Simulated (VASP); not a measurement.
# Nb in VASP: single point with LDA

Aim: the single point of Nb with LDA.

All numbers are computed with VASP 6.6.1; they aren't measurements. Logs are shortened: lines on timing, memory, paths and dates and some standing lists are left out, and cuts for length are marked.

## 1. The cell of the first run

The cell holds a slab with vacuum, 6 atoms: a = 2.813 Å, b = 2.813 Å, c = 26.482 Å, α = 90.00°, β = 90.00°, γ = 109.47°.

## 2. Single point, LDA

Contents of INCAR:

```
ALGO     = Normal         # electronic algorithm
DIPOL    = 0.5 0.5 0.500
EDIFF    = 1E-6           # SCF threshold, eV
ENCUT    = 400            # plane-wave cutoff, eV
GGA_COMPAT= F            
IDIPOL   = 3            
ISIF     = 2              # what is computed and relaxed
ISMEAR   = 0              # smearing method
LASPH    = T              # aspherical terms in the spheres
LCHARG   = F              # write CHGCAR
LDIPOL   = T            
LREAL    = F              # projectors in reciprocal space
LWAVE    = F              # write WAVECAR
NBANDS   = 48             # bands
NELM     = 120            # most SCF steps
NELMDL   = -8           
PREC     = Accurate       # precision mode
SIGMA    = 0.1            # smearing width, eV
```

Contents of KPOINTS:

```
k-points
0
Gamma
  13 13 1
```

Contents of POSCAR:

```
Nb
1.0
    2.8125642297      0.0000000000      0.0000000000
   -0.9375214099      2.6517109858      0.0000000000
    0.0000000000      0.0000000000     26.4822453861
Nb
6
Direct
    0.5000000000      0.5000000000      0.2832086136
    0.0000000000      0.0000000000      0.3699251681
    0.5000000000      0.5000000000      0.4566417227
    0.0000000000      0.0000000000      0.5433582773
    0.5000000000      0.5000000000      0.6300748319
    0.0000000000      0.0000000000      0.7167913864
```

Potentials or basis: VASP PAW LDA potentials, release 64 (Nb_sv).

Run with:

```
> cat potpaw_LDA.64/Nb_sv/POTCAR > POTCAR
> mpirun -np 1 vasp_std > vasp.out
```

OUTCAR:

```text
EDIFF = 1E-6
   ENCUT = 400
   ISIF = 2
   ISMEAR = 0
   LASPH = T
   LREAL = F
   NELM = 120
   NELMDL = -8
   PREC = Accurate

 ion  position               nearest neighbor table
   1  0.500  0.500  0.283-   2 2.81   2 2.81
   2  0.000  0.000  0.370-   1 2.81   1 2.81   3 2.81   3 2.81
   3  0.500  0.500  0.457-   2 2.81   4 2.81   2 2.81   4 2.81
   4  0.000  0.000  0.543-   3 2.81   5 2.81   3 2.81   5 2.81
   5  0.500  0.500  0.630-   6 2.81   6 2.81   4 2.81   4 2.81
   6  0.000  0.000  0.717-   5 2.81   5 2.81

  LATTYP: Found a base centered orthorhombic cell.
 ALAT       =     3.2476694303
 B/A-ratio  =     1.4142135624
 C/A-ratio  =     8.1542305813

  Lattice vectors:

 A1 = (   2.8125642297,   0.0000000000,   0.0000000000)
 A2 = (  -0.9375214099,   2.6517109858,   0.0000000000)
 A3 = (   0.0000000000,   0.0000000000,  26.4822453861)

Analysis of symmetry for initial positions (statically):
=====================================================================
 Subroutine PRICEL returns:
 Original cell was already a primitive cell.

 Routine SETGRP: Setting up the symmetry group for a
 base centered orthorhombic supercell.

 Subroutine GETGRP returns: Found  8 space group operations
 (whereof  4 operations were pure point group operations)
 out of a pool of  8 trial point group operations.

The static configuration has the point symmetry C_2v.
 The point group associated with its full space group is D_2h.

Analysis of symmetry for dynamics (positions and initial velocities):
=====================================================================
 Subroutine PRICEL returns:
 Original cell was already a primitive cell.

 Routine SETGRP: Setting up the symmetry group for a
 base centered orthorhombic supercell.

 Subroutine GETGRP returns: Found  8 space group operations
 (whereof  4 operations were pure point group operations)
 out of a pool of  8 trial point group operations.

The dynamic configuration has the point symmetry C_2v.
 The point group associated with its full space group is D_2h.

 Subroutine INISYM returns: Found  8 space group operations
 (whereof  4 operations are pure point group operations),
 and found     1 'primitive' translations

----------------------------------------------------------------------------------------

                                     Primitive cell

  volume of cell :     197.5074

  direct lattice vectors                    reciprocal lattice vectors
     2.812564230  0.000000000  0.000000000     0.355547436  0.125705001  0.000000000
[... 104 lines left out ...]
   PSTRESS=    0.0 pullay stress
   NELECT =      78.0000    total number of electrons
   NUPDOWN=      -1.0000    fix difference up-down
   EMIN   =  10.00;   EMAX   =-10.00  energy-range for DOS
   EFERMI =   0.00;   METHOD = LEGACY
   ISMEAR =     0;   SIGMA  =   0.10  broadening in eV -4-tet -1-fermi 0-gaus
   EFERMI_NEDOS =   21; number of points for ismear=-14 and -15
   IALGO  =     38    algorithm
   IMIX   =      4    mixing-type and parameters
     AMIX     =   0.40;   BMIX     =  1.00
     AMIX_MAG =   1.60;   BMIX_MAG =  1.00
  volume/ion in A,a.u.               =      32.92       222.14
  Fermi-wavevector in a.u.,A,eV,Ry     =   1.201098  2.269747 19.628270  1.442637
  Thomas-Fermi vector in A             =   2.336916
   LORBIT       =      0    0 simple, 1 ext, 2 COOP (PROOUT), +10 PAW based schemes
   GGA     = CA    functional components
   LHFCALC =     F    Hartree Fock is set to
   AEXX    =    0.0000 exact exchange contribution
   IVDW    =     0    specifies the selected vdW correction
   LEPSILON=     F    determine dielectric tensor
   LRPA    =     F    only Hartree local field effects (RPA)
 non-spin polarized calculation
 Gauss-broadening in eV      SIGMA  =   0.10
  energy-cutoff  :      400.00
  volume of cell :      197.51
 maximum number of plane-waves:      3657
   NGX =  9   NGY =  9   NGZ = 87

 number of electron      77.9999990 magnetization

 dipolmoment           0.000000      0.000000      0.000000 electrons x Angstroem

 Free energy of the ion-electron system (eV)
  ---------------------------------------------------
  ext. energy  EPLUGINS =         0.00000000
  ---------------------------------------------------
  free energy    TOTEN  =       -65.27885500 eV

  energy without entropy =      -65.23632539  energy(sigma->0) =      -65.25759019

 E-fermi :   3.9481     XC(G=0):  -7.6345

 val. band max:        3.9475995215   @ k =  -0.1538   0.0769   0.0000
 cond. band min:       3.9481962602   @ k =   0.1538   0.0769   0.0000
 fundamental gap:      0.0005967387
 Fermi energy:         3.9481429244

 k-point     1 :       0.0000    0.0000    0.0000
  band No.  band energies     occupation
      1     -50.3280      2.00000
      2     -50.3278      2.00000
      3     -50.0424      2.00000
      4     -49.9971      2.00000
      5     -49.8931      2.00000
      6     -49.7845      2.00000
[... 1213 lines left out ...]
     47       7.1113      0.00000
     48       7.2472      0.00000

 [... further k-points ...]

------------------------ aborting loop because EDIFF is reached ----------------------------------------

 vacuum level on the upper side and lower side of the slab       (xc-potential included)        -0.441        -0.441

  FORCE on cell =-STRESS in cart. coord.  units (eV):
  Direction    XX          YY          ZZ          XY          YZ          ZX
  --------------------------------------------------------------------------------------
  -------------------------------------------------------------------------------------
  Total       -5.4449674     -4.9072827     -2.2492571      0.7604009      0.0000000      0.0000000
  in kB      -44.1694937    -39.8078038    -18.2459398      6.1683610      0.0000000      0.0000000
  external PRESSURE =     -34.0744124 kB  Pullay stress =       0.0000000 kB

 VOLUME and BASIS-vectors are now :
 -----------------------------------------------------------------------------
  energy-cutoff  :      400.00
  volume of cell :      197.51
      direct lattice vectors                 reciprocal lattice vectors
     2.812564230  0.000000000  0.000000000     0.355547436  0.125705001  0.000000000
    -0.937521410  2.651710986  0.000000000     0.000000000  0.377115004  0.000000000
     0.000000000  0.000000000 26.482245386     0.000000000  0.000000000  0.037761148

 POSITION                                       TOTAL-FORCE (eV/Angst)
 -----------------------------------------------------------------------------------
      0.93752      1.32586      7.50000        -0.000000      0.000000      0.354289
      0.00000      0.00000      9.79645        -0.000000      0.000000     -0.361877
      0.93752      1.32586     12.09290        -0.000000      0.000000      0.045309
      0.00000      0.00000     14.38935        -0.000000      0.000000     -0.045309
      0.93752      1.32586     16.68580        -0.000000      0.000000      0.361877
      0.00000      0.00000     18.98225         0.000000      0.000000     -0.354289
 -----------------------------------------------------------------------------------
    total drift:                                0.000000      0.000000      0.000000

  FREE ENERGIE OF THE ION-ELECTRON SYSTEM (eV)
  ---------------------------------------------------
  free  energy   TOTEN  =       -65.2788549956 eV

  energy  without entropy=      -65.2363253897  energy(sigma->0) =      -65.25759019

 vacuum level on the upper side and lower side of the slab         8.383         8.383
```

OSZICAR:

```text
N       E                     dE             d eps       ncg     rms          rms(c)
DAV:   1     0.881063790297E+03    0.88106E+03   -0.40108E+04  5832   0.133E+03
DAV:   2     0.114784263440E+02   -0.86959E+03   -0.84730E+03  6128   0.613E+02
DAV:   3    -0.629079964113E+02   -0.74386E+02   -0.72286E+02  7576   0.121E+02
[... 20 lines left out ...]
DAV:  24    -0.652787655650E+02   -0.44367E-04   -0.14252E-05  6728   0.284E-02    0.201E-02
DAV:  25    -0.652787830870E+02   -0.17522E-04   -0.24373E-06  3912   0.862E-03    0.159E-02
DAV:  26    -0.652788389805E+02   -0.55894E-04   -0.40588E-05  7072   0.471E-02    0.168E-02
DAV:  27    -0.652788542504E+02   -0.15270E-04   -0.52304E-06  5056   0.173E-02    0.114E-02
DAV:  28    -0.652788549956E+02   -0.74524E-06   -0.12013E-06  3624   0.983E-03
   1 F= -.65278855E+02 E0= -.65257590E+02  d E =-.425296E-01
```

stdout:

```text
POSCAR found type information on POSCAR Nb
 POSCAR found :  1 types and       6 ions
 scaLAPACK will be used
 LDA part: xc-table for (Slater(with rela. corr.)+CA(PZ))
 , standard interpolation
 POSCAR, INCAR and KPOINTS ok, starting setup
 FFT: planning ... GRIDC
 FFT: planning ... GRID_SOFT
 FFT: planning ... GRID
 WAVECAR not read
 entering main loop
```

Wall time 12 min (1 thread of Intel Xeon 8259CL, shared host); peak memory 0.33 GiB.

Results:

```yaml
Free_energy: -65.2789 eV
Largest_force: 0.362 eV/Å
Band_gap_on_the_k_mesh: zero (bands 39 and 40 overlap by 2.18 eV)
```

Forces on the atoms (eV/Å):
```
Nb   0.000  0.000  0.354
Nb   0.000  0.000 -0.362
Nb   0.000  0.000  0.045
Nb   0.000  0.000 -0.045
Nb   0.000  0.000  0.362
Nb   0.000  0.000 -0.354
```
